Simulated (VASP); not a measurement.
Wanted: the native input for a VASP 6.6.1 run.

```
Task                   : single point
Functional             : r2SCAN
Potentials or basis    : VASP PAW PBE potentials, release 64 (B_h, N_h)
Cutoff                 : 910 eV
k mesh                 : 14 × 14 × 14
Occupations            : fermi-dirac, width 0.02 eV
Spin                   : no spin polarisation
Dipole correction      : no
Second run             : hard_potentials
Further INCAR settings : ALGO = Normal; EDIFF = 1e-06; NBANDS = 11
```

Crystal: BN (Qingsongite).

```
CELL_PARAMETERS angstrom
0.00000 1.78003 1.78003
1.78003 0.00000 1.78003
1.78003 1.78003 0.00000
ATOMIC_POSITIONS crystal
B 0.00000 0.00000 0.00000
N 0.25000 0.25000 0.25000
```

These files were run (other wordings do the same):

POSCAR

```
BN
1.0
    0.0000000000      1.7800345600      1.7800345600
    1.7800345600      0.0000000000      1.7800345600
    1.7800345600      1.7800345600      0.0000000000
B N
1 1
Direct
    0.0000000000      0.0000000000      0.0000000000
    0.2500000000      0.2500000000      0.2500000000
```

INCAR.step1

```
SYSTEM = BN
PREC     = Accurate       ! precision mode
ENCUT    = 910            ! plane-wave cutoff, eV
ISMEAR   = -1             ! smearing method
SIGMA    = 0.02           ! smearing width, eV
LREAL    = .False.        ! projectors in reciprocal space
LASPH    = .True.         ! aspherical terms in the spheres
NELM     = 120            ! most SCF steps
NBANDS   = 11             ! bands
GGA      = PE             ! functional
ALGO     = Normal         ! electronic algorithm
EDIFF    = 1E-5           ! SCF threshold, eV
LWAVE    = .True.         ! write WAVECAR
LCHARG   = .False.        ! write CHGCAR
GGA_COMPAT= .False.
```

INCAR.step2

```
SYSTEM = BN
PREC     = Accurate       ! precision mode
ENCUT    = 910            ! plane-wave cutoff, eV
EDIFF    = 1E-6           ! SCF threshold, eV
ISMEAR   = -1             ! smearing method
SIGMA    = 0.02           ! smearing width, eV
LREAL    = .False.        ! projectors in reciprocal space
LASPH    = .True.         ! aspherical terms in the spheres
NELM     = 120            ! most SCF steps
ALGO     = Normal         ! electronic algorithm
ISIF     = 2              ! what is computed and relaxed
LWAVE    = .False.        ! write WAVECAR
LCHARG   = .True.         ! write CHGCAR
METAGGA  = R2SCAN         ! meta-GGA
LMIXTAU  = .True.       
LELF     = .True.         ! ELF
LVHAR    = .True.       
NBANDS   = 11             ! bands
ISTART   = 1            
GGA_COMPAT= .False.
```

KPOINTS

```
Automatic mesh
0
Gamma
  14 14 14
  0 0 0
```

Potentials or basis: VASP PAW PBE potentials, release 64 (B_h, N_h).

Launch:

```console
$ cat potpaw_PBE.64/B_h/POTCAR potpaw_PBE.64/N_h/POTCAR > POTCAR
$ cp INCAR.step1 INCAR
$ mpirun -np 1 vasp_std > vasp.out
$ cp INCAR.step2 INCAR
$ mpirun -np 1 vasp_std > vasp.out
```

Results of the run:

```
Pressure               : 16.9 GPa
Band gap on the k mesh : 5.05 eV, indirect (least direct gap 9.78 eV)
```

Caveat: the cutoff is under 1.25 times the usual one of these potentials, so pressure, stress and relaxed cells hold a basis-set (Pulay) error; the PAW data sets were made with another functional, which shifts forces and pressure a little.

Run time: 100 s on 1 thread of Intel(R) Xeon(R) Platinum 8259CL CPU @ 2.50GHz (Skylake/Cascade Lake), with other jobs on the host, peak memory 0.17 GiB.
